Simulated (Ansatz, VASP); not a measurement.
# One calculation of MnS, two programs

```xyz
2
Lattice="0.0000 2.8000 2.8000 2.8000 0.0000 2.8000 2.8000 2.8000 0.0000" Properties=species:S:1:pos:R:3 pbc="T T T"
Mn    0.0000    0.0000    0.0000
S     1.4000    1.4000    1.4000
```

Alike in both runs: task single point; functional PBEsol; dispersion D3(BJ); k mesh 5 × 5 × 5; occupations fermi-dirac, width 0.01 eV; collinear spin.

```csv
,VASP,Ansatz
version,VASP 6.6.1,Ansatz 0.2.0
potentials or method,"VASP PAW PBE potentials, release 64 (Mn_pv, S), cutoff 520 eV","plane waves, PAW"
valence electrons in the cell,19,21
```

|  | VASP | Ansatz | Ansatz less VASP |
| --- | --- | --- | --- |
| gap on the k mesh at the Fermi level (eV) | none | none | - |
| net moment per atom (μB) | 2.48 | 2.48 | 0.000 |
| size of the moment on the site where the two differ most (μB) | 4.33 | 4.16 | -0.172 |

VASP's potentials were made for PBE, not for PBEsol. Site moments also hang on the region over which each program counts them. A gap of «none» marks a metal or a gap that the smearing closes. VASP's potentials hold 19 valence electrons a cell and Ansatz's 21, so a difference there can come from the potentials and not from the codes. Ansatz's warnings: given moment on shells, stability check not made.

The k mesh is coarse, so the values compare programs but aren't converged.
